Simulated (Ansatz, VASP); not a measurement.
One calculation of Te2Mo, two programs

Contents of INCAR:

```
PREC     = Accurate       # precision mode
ENCUT    = 500            # plane-wave cutoff, eV
EDIFF    = 1E-6           # SCF threshold, eV
ISMEAR   = 0              # smearing method
SIGMA    = 0.1            # smearing width, eV
LREAL    = F              # projectors in reciprocal space
LASPH    = T              # aspherical terms in the spheres
NELM     = 200            # most SCF steps
ALGO     = Normal         # electronic algorithm
ISIF     = 2              # what is computed and relaxed
LWAVE    = F              # write WAVECAR
LCHARG   = T              # write CHGCAR
LMAXMIX  = 4              # l up to which the mixer works
LDAU     = T              # DFT+U
LDAUTYPE = 2            
LDAUL    = -1 2           # shell
LDAUU    = 0 5.3          # U, eV
LDAUJ    = 0 0          
LDAUPRINT= 1            
GGA      = PE             # functional
LELF     = T              # ELF
LVHAR    = T            
NBANDS   = 20             # bands
GGA_COMPAT= F
```

KPOINTS

```
Automatic mesh
0
Gamma
  2 2 2
```

POSCAR

```
Te2Mo
1.0
    3.5602328140      0.0000000000      0.0000000000
   -1.7801164070      3.0832520603      0.0000000000
    0.0000000000      0.0000000000     17.5240578200
Te Mo
2 1
Direct
    0.3333333333      0.6666666667      0.8978554500
    0.3333333333      0.6666666667      0.1021445500
    0.0000000000      0.0000000000      0.0000000000
```

Input for Ansatz:

```yaml
crystal:
  lattice:
    - [3.560232814, 0.0, 0.0]
    - [-1.780116407, 3.0832520603, 0.0]
    - [0.0, 0.0, 17.52405782]
  atoms:
    - { symbol: Te, position: [0.3333333333, 0.6666666667, 0.89785545] }
    - { symbol: Te, position: [0.3333333333, 0.6666666667, 0.10214455] }
    - { symbol: Mo, position: [0.0, 0.0, 0.0] }
basis:
  ecutwfc: 420
kpoints:
  mp_grid: { grid: [2, 2, 2] }
hamiltonian:
  xc: pbe
  hubbard: { sites: [{ species: Mo, l: d, u_eff: 5.3 }] }
scf:
  occupations: { method: gaussian, width: 0.1 }
output:
  forces: true
  stress: true
  eigenvalues: true
```

Alike in both runs: task single point; functional PBE; k mesh 2 × 2 × 2; occupations gaussian, width 0.1 eV; no spin polarisation; Hubbard terms Mo d U = 5.3 eV.

|  | VASP | Ansatz |
| --- | --- | --- |
| version | VASP 6.6.1 | Ansatz 0.2.0 |
| potentials or method | VASP PAW PBE potentials, release 64 (Te, Mo_sv), cutoff 500 eV | scalar-relativistic, plane waves, PAW |
| valence electrons in the cell | 26 | 46 |

```tsv
	VASP	Ansatz	Ansatz less VASP
gap on the k mesh at the Fermi level (eV)	2.07	2.01	-0.066
least direct gap on the mesh (eV)	2.23	2.01	-0.226
rms of the force components (eV/Å)	0.254	0.066	-0.1875
```

The programs project onto different local orbitals, so the same U acts differently, and such runs can settle in different states. Atom by atom the forces differ by 0.188 eV/Å (rms over components). VASP's potentials hold 26 valence electrons a cell and Ansatz's 46, so a difference there can come from the potentials and not from the codes.

The k mesh is coarse, so the values compare programs but aren't converged. Neither program's run includes spin-orbit coupling.
